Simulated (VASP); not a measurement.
A run of VASP 6.6.1 is set up as follows.

The input INCAR:

```
ALGO = Normal
EDIFF = 1E-7
EDIFFG = -0.01
ENCUT = 500
GGA = PE
GGA_COMPAT = F
IBRION = 2
ISIF = 3
ISMEAR = 0
LASPH = T
LCHARG = F
LMAXMIX = 6
LREAL = F
LWAVE = F
NELM = 200
NELMIN = 4
NSW = 100
PREC = Accurate
SIGMA = 0.1
```

File KPOINTS:

```
k-points
0
Gamma
  8 8 8
```

POSCAR

```
Rb4ErP
1.0
   -3.4033622539      3.4033622539      7.6275468075
    3.4033622539     -3.4033622539      7.6275468075
    3.4033622539      3.4033622539     -7.6275468075
Rb Er P
4 1 1
Direct
    0.7500000000      0.2500000000      0.5000000000
    0.2500000000      0.7500000000      0.5000000000
    0.5000000000      0.0000000000      0.5000000000
    0.0000000000      0.5000000000      0.5000000000
    0.0000000000      0.0000000000      0.0000000000
    0.5000000000      0.5000000000      0.0000000000
```

Potentials or basis: VASP PAW PBE potentials, release 64 (Rb_sv, Er_3, P), 4f in core.

Command:

```console
$ cat potpaw_PBE.64/Rb_sv/POTCAR potpaw_PBE.64/Er_3/POTCAR potpaw_PBE.64/P/POTCAR > POTCAR
$ mpirun -np 1 vasp_std > vasp.out
```

Problem. Estimate the band gap on the k mesh.

Solution. Zero (bands 25 and 26 overlap by 0.25 eV).

Problem. Estimate the relaxed cell.

Solution. a = 9.205 Å, b = 9.205 Å, c = 9.205 Å, α = 136.14°, β = 136.14°, γ = 63.76°.

Problem. What does it give for the relaxed volume?

Solution. 61.58 Å³/atom.

Problem. Predict the space group after relaxing (to 0.1 Å).

Solution. I4/mmm (No. 139).

Final structure:
```
Rb Er P
1.0
    -3.43765    3.43765    7.81654
     3.43765   -3.43765    7.81654
     3.43765    3.43765   -7.81654
Rb Er P
4 1 1
Direct
  0.75000 0.25000 0.50000
  0.25000 0.75000 0.50000
  0.50000 0.00000 0.50000
  0.00000 0.50000 0.50000
  0.00000 0.00000 0.00000
  0.50000 0.50000 0.00000
```

Caveat: spin-orbit coupling is left out, which moves the levels of the heavy elements; the 4f electrons are frozen in the core, so they carry no moment and show no levels. Spin polarisation is off, so any magnetic state and its effect on volume and gap are missing.
